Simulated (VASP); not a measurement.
Input of a VASP 6.6.1 run:

The input POSCAR:

```
GaSb3
1.0
   -3.0195739721      3.0195739721      3.0195739721
    3.0195739721     -3.0195739721      3.0195739721
    3.0195739721      3.0195739721     -3.0195739721
Ga Sb
1 3
Direct
    0.0000000000      0.0000000000      0.0000000000
    0.0000000000      0.5000000000      0.5000000000
    0.5000000000      0.0000000000      0.5000000000
    0.5000000000      0.5000000000      0.0000000000
```

File INCAR.step1:

```
PREC = Accurate ; ENCUT = 520
ISMEAR = 0 ; SIGMA = 0.1
LREAL = False ; LASPH = True
NELM = 100 ; NBANDS = 22
GGA = PE ; ALGO = Normal
EDIFF = 1E-4 ; LWAVE = True
LCHARG = False
```

The input INCAR.step2:

```
PREC = Accurate ; ENCUT = 520
EDIFF = 1E-6 ; ISMEAR = 0
SIGMA = 0.1 ; LREAL = False
LASPH = True ; NELM = 100
ALGO = Normal ; ISIF = 2
LWAVE = False ; LCHARG = True
METAGGA = R2SCAN ; LMIXTAU = True
LELF = True ; LVHAR = True
NBANDS = 22 ; ISTART = 1
```

Contents of KPOINTS:

```
regular mesh
0
Gamma
  8 8 8
```

Potentials or basis: VASP PAW PBE potentials, release 64 (Ga_d, Sb).

The run is started by

```console
$ cat potpaw_PBE.64/Ga_d/POTCAR potpaw_PBE.64/Sb/POTCAR > POTCAR
$ cp INCAR.step1 INCAR
$ mpirun -np 1 vasp_std > vasp.out
$ cp INCAR.step2 INCAR
$ mpirun -np 1 vasp_std > vasp.out
```

(1) Predict the pressure.

(2) Estimate the band gap on the k mesh.

## Answers

(1) -1.5 GPa.

(2) zero (bands 14 and 15 overlap by 2.91 eV).

Caveat: the PAW data sets were made with another functional, which shifts forces and pressure a little; spin-orbit coupling is left out, which moves the levels of the heavy elements.
